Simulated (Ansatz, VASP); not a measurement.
## InSe in VASP and in Ansatz

The input INCAR:

```
PREC = Accurate ; ENCUT = 520
EDIFF = 1E-6 ; ISMEAR = -1
SIGMA = 0.05 ; LREAL = False
LASPH = True ; NELM = 60
ALGO = Normal ; ISIF = 2
LWAVE = False ; LCHARG = False
GGA = PS ; NBANDS = 27
```

KPOINTS

```
Automatic mesh
0
Gamma
  8 8 8
```

The input POSCAR:

```
InSe
1.0
    1.9591722174      1.1311286071      8.2677067576
   -1.9591722174      1.1311286071      8.2677067576
    0.0000000000     -2.2622572143      8.2677067576
In Se
2 2
Direct
    0.8886000000      0.8886000000      0.8886000000
    0.0000000000      0.0000000000      0.0000000000
    0.1719000000      0.1719000000      0.1719000000
    0.3835000000      0.3835000000      0.3835000000
```

Contents of input.yaml:

```yaml
crystal:
  lattice:
    - [1.9591722174, 1.1311286071, 8.2677067576]
    - [-1.9591722174, 1.1311286071, 8.2677067576]
    - [0.0, -2.2622572143, 8.2677067576]
  atoms:
    - { symbol: In, position: [0.8886, 0.8886, 0.8886] }
    - { symbol: In, position: [0.0, 0.0, 0.0] }
    - { symbol: Se, position: [0.1719, 0.1719, 0.1719] }
    - { symbol: Se, position: [0.3835, 0.3835, 0.3835] }
kpoints:
  mp_grid: { grid: [8, 8, 8] }
scf:
  occupations: { method: fermi_dirac, width: 0.05 }
hamiltonian:
  xc: pbesol
  pseudopotentials: { kind: all_electron, lapw: { basis_error: 0.001 } }
output:
  forces: true
  stress: true
  eigenvalues: true
```

Change from the starting cell: volume scaled by 0.94.

Alike in both runs: task single point; functional PBEsol; k mesh 8 × 8 × 8; occupations fermi-dirac, width 0.05 eV; no spin polarisation.

```csv
,VASP,Ansatz
version,VASP 6.6.1,Ansatz 0.2.0
potentials or method,"VASP PAW PBE potentials, release 64 (In_d, Se), cutoff 520 eV","all-electron LAPW, scalar-relativistic"
```

Ansatz gave:

* gap on the k mesh at the Fermi level (eV): 0.52
* least direct gap on the mesh (eV): 0.52
* pressure (GPa): 3.8
* traceless stress, the component that is largest in VASP (GPa): -0.96
* rms of the force components (eV/Å): 0.333

Q: Estimate VASP's values.

A: gap on the k mesh at the Fermi level (eV): 0.50; least direct gap on the mesh (eV): 0.50; pressure (GPa): 3.9; traceless stress, the component that is largest in VASP (GPa): -0.98; rms of the force components (eV/Å): 0.347.

VASP's potentials were made for PBE, not for PBEsol. Atom by atom the forces differ by 0.013 eV/Å (rms over components). Ansatz ran all-electron here, and VASP with PAW potentials.
